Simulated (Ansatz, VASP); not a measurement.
One calculation of HfN, two programs

```xyz
2
Lattice="0.0000 2.2590 2.2816 2.2590 0.0000 2.2816 2.2590 2.2590 0.0000" Properties=species:S:1:pos:R:3 pbc="T T T"
Hf    0.0000    0.0000    0.0000
N     2.2590    2.2590    2.2816
```

Change from the starting cell: zz strain of +1 %.

Alike in both runs: task single point; functional PBEsol; k mesh 10 × 10 × 10; occupations fermi-dirac, width 0.01 eV; no spin polarisation.

```csv
,VASP,Ansatz
version,VASP 6.6.1,Ansatz 0.2.0
potentials or method,"VASP PAW PBE potentials, release 64 (Hf_pv, N), cutoff 600 eV","all-electron LAPW, scalar-relativistic"
```

|  | VASP | Ansatz | Ansatz less VASP |
| --- | --- | --- | --- |
| pressure (GPa) | -7.8 | -5.6 | +2.29 |
| traceless stress, the component that is largest in VASP (GPa) | -2.40 | -2.42 | -0.021 |

VASP's potentials were made for PBE, not for PBEsol. Ansatz ran all-electron here, and VASP with PAW potentials.

Spin-orbit coupling is off throughout.
